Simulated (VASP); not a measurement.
A run of VASP 6.6.1 is set up as follows.

File INCAR:

```
  PREC = Accurate
  ENCUT = 520
  EDIFF = 1E-6
  ISMEAR = 0
  SIGMA = 0.1
  LREAL = False
  LASPH = True
  NELM = 100
  ALGO = Normal
  ISIF = 2
  LWAVE = False
  LCHARG = False
  GGA = PS
  NBANDS = 43
```

KPOINTS

```
Automatic mesh
0
Gamma
  9 9 2
```

POSCAR

```
AlV2C
1.0
    2.8875990726      0.0000000000      0.0000000000
   -1.4437995363      2.5007341528      0.0000000000
    0.0000000000      0.0000000000     13.1048231100
Al V C
2 4 2
Direct
    0.3333333300      0.6666666700      0.2500000000
    0.6666666700      0.3333333300      0.7500000000
    0.3333333300      0.6666666700      0.5863842200
    0.6666666700      0.3333333300      0.4136157800
    0.6666666700      0.3333333300      0.0863842200
    0.3333333300      0.6666666700      0.9136157800
    0.0000000000      0.0000000000      0.0000000000
    0.0000000000      0.0000000000      0.5000000000
```

Potentials or basis: VASP PAW PBE potentials, release 64 (Al, V_sv, C).

Command:

```console
$ cat potpaw_PBE.64/Al/POTCAR potpaw_PBE.64/V_sv/POTCAR potpaw_PBE.64/C/POTCAR > POTCAR
$ mpirun -np 1 vasp_std > vasp.out
```

**Question.** What does it give for the pressure?

**Answer.** -3.5 GPa.

**Question.** What does it give for the largest force?

**Answer.** 0.594 eV/Å.

**Question.** Predict the band gap on the k mesh.

**Answer.** Zero (bands 33 and 34 overlap by 1.63 eV).

Forces in eV/Å, atoms in the order of the input:
```
Al   0.000  0.000  0.000
Al   0.000  0.000  0.000
V    0.000  0.000 -0.594
V    0.000  0.000  0.594
V    0.000  0.000 -0.594
V    0.000  0.000  0.594
C    0.000  0.000  0.000
C    0.000  0.000  0.000
```

Caveat: the cell stands under tension; the PAW data sets were made with another functional, which shifts forces and pressure a little.
